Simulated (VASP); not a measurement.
# Mg6ZrMn (Amm2) in VASP: single point with PBE

Aim: the single point of Mg6ZrMn with PBE.

Everything below comes from runs of VASP 6.6.1. Logs are shortened: lines on timing, memory, paths and dates and some standing lists are left out, and cuts for length are marked.

### 1 The cell of the first run

The structure is orthorhombic, space group Amm2 (No. 38). Conventional cell: a = 4.929 Å, b = 6.232 Å, c = 11.186 Å, α = 90.00°, β = 90.00°, γ = 90.00°. Zr (site symmetry mm2) has 2 Mn at 2.84 Å and 10 Mg at 3.05 to 3.36 Å within 3.7 Å. Within 3.7 Å of Mn (site symmetry mm2) lie 2 Zr at 2.84 Å and 10 Mg at 3.02 to 3.39 Å. Within 4.0 Å of Mg (site symmetry mm2) lie 10 Mg at 3.07 to 3.30 Å and 2 Zr at 3.12 Å. Within 4.0 Å of Mg (site symmetry m) lie 8 Mg at 3.02 to 3.30 Å and 2 Zr at 3.05 to 3.36 Å and 2 Mn at 3.14 Å. Within 4.0 Å of Mg (site symmetry mm2) lie 10 Mg at 3.07 to 3.21 Å and 2 Mn at 3.12 Å. Within 4.0 Å of Mg (site symmetry m) lie 2 Mn at 3.02 to 3.39 Å and 8 Mg at 3.03 to 3.21 Å and 2 Zr at 3.13 Å.

### 2 Single point, PBE, collinear spin, ferromagnetic start

INCAR reads:

```
ALGO = Normal
EDIFF = 1E-6
ENCUT = 520
GGA = PE
ISIF = 2
ISMEAR = -1
ISPIN = 2
LASPH = True
LCHARG = False
LMAXMIX = 4
LORBIT = 11
LREAL = False
LWAVE = False
MAGMOM = 0 4 0 0 0 0 0 0
NBANDS = 32
NELM = 150
PREC = Accurate
SIGMA = 0.05
```

KPOINTS reads:

```
k-points
0
Gamma
  6 5 5
```

POSCAR reads:

```
Mg6ZrMn
1.0
    4.9294920000      0.0000000000      0.0000000000
    0.0000000000      3.1159255000      5.5931835000
    0.0000000000     -3.1159255000      5.5931835000
Zr Mn Mg
1 1 6
Direct
    0.5000000000      0.6864100000      0.6864100000
    0.0000000000      0.8130660000      0.8130660000
    0.5000000000      0.1655900000      0.1655900000
    0.5000000000      0.1650950000      0.6807130000
    0.5000000000      0.6807130000      0.1650950000
    0.0000000000      0.3290170000      0.3290170000
    0.0000000000      0.3359110000      0.8241970000
    0.0000000000      0.8241970000      0.3359110000
```

Potentials or basis: VASP PAW PBE potentials, release 64 (Zr_sv, Mn_pv, Mg).

On the command line:

```
cat potpaw_PBE.64/Zr_sv/POTCAR potpaw_PBE.64/Mn_pv/POTCAR potpaw_PBE.64/Mg/POTCAR > POTCAR
mpirun -np 1 vasp_std > vasp.out
```

OUTCAR:

```text
EDIFF = 1E-6
   ENCUT = 520
   GGA = PE
   ISIF = 2
   ISMEAR = -1
   ISPIN = 2
   LASPH = True
   LORBIT = 11
   LREAL = False
   NELM = 150
   PREC = Accurate

 ion  position               nearest neighbor table
   1  0.500  0.686  0.686-   2 2.84   2 2.84   5 3.05   4 3.05   3 3.12   3 3.12   8 3.13   7 3.13
                             7 3.13   8 3.13   4 3.36   5 3.36
   2  0.000  0.813  0.813-   1 2.84   1 2.84   8 3.02   7 3.02   6 3.12   6 3.12   5 3.14   4 3.14
                             4 3.14   5 3.14   7 3.39   8 3.39
   3  0.500  0.166  0.166-   6 3.07   6 3.07   8 3.09   7 3.09   7 3.09   8 3.09   4 3.11   5 3.11
                             1 3.12   1 3.12   5 3.30   4 3.30
   4  0.500  0.165  0.681-   5 3.02   7 3.03   7 3.03   1 3.05   3 3.11   6 3.12   6 3.12   2 3.14
                             2 3.14   5 3.21   3 3.30   1 3.36
   5  0.500  0.681  0.165-   4 3.02   8 3.03   8 3.03   1 3.05   3 3.11   6 3.12   6 3.12   2 3.14
                             2 3.14   4 3.21   3 3.30   1 3.36
   6  0.000  0.329  0.329-   3 3.07   3 3.07   2 3.12   2 3.12   5 3.12   4 3.12   4 3.12   5 3.12
                             8 3.19   7 3.19   8 3.21   7 3.21
   7  0.000  0.336  0.824-   2 3.02   4 3.03   4 3.03   8 3.04   3 3.09   3 3.09   1 3.13   1 3.13
                             8 3.19   6 3.19   6 3.21   2 3.39
   8  0.000  0.824  0.336-   2 3.02   5 3.03   5 3.03   7 3.04   3 3.09   3 3.09   1 3.13   1 3.13
                             7 3.19   6 3.19   6 3.21   2 3.39

  LATTYP: Found a base centered orthorhombic cell.
 ALAT       =     6.2318510000
 B/A-ratio  =     1.7950312034
 C/A-ratio  =     0.7910157030

  Lattice vectors:

 A1 = (   0.0000000000,   3.1159255000,  -5.5931835000)
 A2 = (   0.0000000000,   3.1159255000,   5.5931835000)
 A3 = (   4.9294920000,   0.0000000000,   0.0000000000)

Analysis of symmetry for initial positions (statically):
=====================================================================
 Subroutine PRICEL returns:
 Original cell was already a primitive cell.

 Routine SETGRP: Setting up the symmetry group for a
 base centered orthorhombic supercell.

 Subroutine GETGRP returns: Found  4 space group operations
 (whereof  4 operations were pure point group operations)
 out of a pool of  8 trial point group operations.

The static configuration has the point symmetry C_2v.

Analysis of symmetry for dynamics (positions and initial velocities):
=====================================================================
 Subroutine PRICEL returns:
 Original cell was already a primitive cell.

 Routine SETGRP: Setting up the symmetry group for a
 base centered orthorhombic supercell.

[... 174 lines left out ...]
  free energy    TOTEN  =       -25.61172626 eV

  energy without entropy =      -25.57166088  energy(sigma->0) =      -25.59169357

 E-fermi :   3.7929     XC(G=0):  -9.2328

 val. band max:        3.7908532787   @ k =   0.3333   0.0000   0.0000
 cond. band min:       3.7962908567   @ k =   0.3333  -0.4000   0.4000
 fundamental gap:      0.0054375781
 Fermi energy:         3.7928750181

 spin component 1

 k-point     1 :       0.0000    0.0000    0.0000
  band No.  band energies     occupation
      1     -45.9733      1.00000
      2     -45.9690      1.00000
      3     -45.8119      1.00000
      4     -44.8269      1.00000
      5     -22.8789      1.00000
      6     -22.8486      1.00000
[... 781 lines left out ...]
     29       7.4449      0.00000
     30       8.9810      0.00000

 [... further k-points ...]

 spin component 2

 k-point     1 :       0.0000    0.0000    0.0000
  band No.  band energies     occupation
      1     -45.1059      1.00000
      2     -42.2763      1.00000
      3     -42.2452      1.00000
      4     -42.2363      1.00000
      5     -23.1957      1.00000
      6     -23.1880      1.00000
[... 781 lines left out ...]
     29       7.5961      0.00000
     30       9.0183      0.00000

 [... further k-points ...]

 [bands above 30 left out]

------------------------ aborting loop because EDIFF is reached ----------------------------------------

  FORCE on cell =-STRESS in cart. coord.  units (eV):
  Direction    XX          YY          ZZ          XY          YZ          ZX
  --------------------------------------------------------------------------------------
  -------------------------------------------------------------------------------------
  Total       -0.3557414     -0.4099863     -0.2380239      0.0000000      0.0000000      0.0000000
  in kB       -3.3171622     -3.8229763     -2.2194881      0.0000000      0.0000000      0.0000000
  external PRESSURE =      -3.1198755 kB  Pullay stress =       0.0000000 kB

 VOLUME and BASIS-vectors are now :
 -----------------------------------------------------------------------------
  energy-cutoff  :      520.00
  volume of cell :      171.82
      direct lattice vectors                 reciprocal lattice vectors
     4.929492000  0.000000000  0.000000000     0.202860660  0.000000000  0.000000000
     0.000000000  3.115925500  5.593183500     0.000000000  0.160465967  0.089394528
     0.000000000 -3.115925500  5.593183500     0.000000000 -0.160465967  0.089394528

 POSITION                                       TOTAL-FORCE (eV/Angst)
 -----------------------------------------------------------------------------------
      2.46475      0.00000      7.67843         0.000000     -0.000000      0.032394
      0.00000      0.00000      9.09525         0.000000     -0.000000     -0.022089
      2.46475      0.00000      1.85235         0.000000     -0.000000      0.042181
      2.46475     -1.60663      4.73076         0.000000      0.018012      0.027604
      2.46475      1.60663      4.73076         0.000000     -0.018012      0.027604
      0.00000      0.00000      3.68050         0.000000     -0.000000     -0.052009
      0.00000     -1.52146      6.48870         0.000000      0.011556     -0.027843
      0.00000      1.52146      6.48870         0.000000     -0.011556     -0.027843
 -----------------------------------------------------------------------------------
    total drift:                                0.000000      0.000000      0.000247

  FREE ENERGIE OF THE ION-ELECTRON SYSTEM (eV)
  ---------------------------------------------------
  free  energy   TOTEN  =       -25.6117262609 eV

  energy  without entropy=      -25.5716608799  energy(sigma->0) =      -25.59169357

 total charge

# of ion       s       p       d       tot
------------------------------------------
    1        2.193   5.947   1.644   9.784
    2        0.326   6.166   4.942  11.435
    3        0.221   0.146   0.014   0.380
    4        0.212   0.143   0.014   0.369
    5        0.212   0.143   0.014   0.369
    6        0.201   0.125   0.014   0.340
    7        0.215   0.141   0.015   0.371
    8        0.215   0.141   0.015   0.371
--------------------------------------------------
tot          3.795  12.953   6.670  23.418

 magnetization (x)

# of ion       s       p       d       tot
------------------------------------------
    1       -0.019  -0.003  -0.447  -0.469
    2        0.041   0.026   3.432   3.499
    3        0.006   0.000  -0.001   0.005
    4       -0.002  -0.005  -0.001  -0.008
    5       -0.002  -0.005  -0.001  -0.008
    6       -0.011  -0.001  -0.000  -0.012
    7       -0.004  -0.007  -0.001  -0.012
    8       -0.004  -0.007  -0.001  -0.012
--------------------------------------------------
tot          0.006  -0.003   2.980   2.982
```

stdout:

```text
POSCAR found type information on POSCAR ZrMnMg
 POSCAR found :  3 types and       8 ions
 scaLAPACK will be used
 LDA part: xc-table for (Slater+PW92), standard interpolation
 POSCAR, INCAR and KPOINTS ok, starting setup
 FFT: planning ... GRIDC
 FFT: planning ... GRID_SOFT
 FFT: planning ... GRID
 WAVECAR not read
 entering main loop
```

It took 15 min on 1 thread of Intel Xeon 8259CL, shared host; peak memory 0.58 GiB.

Results:

| Property | Result |
| --- | --- |
| Free energy | -25.6117 eV |
| Pressure | -0.3 GPa |
| Largest force | 0.052 eV/Å |
| Net moment | 2.79 μB per cell |
| Site moments | Zr -0.47; Mn +3.50; Mg +0.01, -0.01 (each value once) μB |
| Valence electrons inside the program's atomic spheres | Zr 9.78; Mn 11.44; Mg 0.38, 0.37, 0.34 (each value once) |

Forces on the atoms (eV/Å):
```
Zr   0.000  0.000  0.032
Mn   0.000  0.000 -0.022
Mg   0.000  0.000  0.042
Mg   0.000  0.018  0.028
Mg   0.000 -0.018  0.028
Mg   0.000  0.000 -0.052
Mg   0.000  0.012 -0.028
Mg   0.000 -0.012 -0.028
```
